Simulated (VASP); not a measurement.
Here is a VASP 6.6.1 calculation.

INCAR

```
SYSTEM = K
ALGO = Normal
EDIFF = 1E-7
ENCUT = 520
GGA = PS
ISIF = 2
ISMEAR = -1
LASPH = .True.
LCHARG = .False.
LREAL = .False.
LWAVE = .False.
NBANDS = 10
NELM = 60
PREC = Accurate
SIGMA = 0.1
```

File KPOINTS:

```
k-points
0
Gamma
  9 9 9
  0 0 0
```

The input POSCAR:

```
K
1.0
    0.0000000000      3.3348584962      3.3348584962
    3.3348584962      0.0000000000      3.3348584962
    3.3348584962      3.3348584962      0.0000000000
K
1
Direct
    0.0000000000      0.0000000000      0.0000000000
```

Potentials or basis: VASP PAW PBE potentials, release 64 (K_sv).

Launch:

```bash
$ cat potpaw_PBE.64/K_sv/POTCAR > POTCAR
$ mpirun -np 1 vasp_std > vasp.out
```

(1) Estimate the pressure.

(2) Estimate the band gap on the k mesh.

## Answers

(1) -0.1 GPa.

(2) zero (an odd number of electrons rules out a gap without spin polarisation).

Caveat: the PAW data sets were made with another functional, which shifts forces and pressure a little.
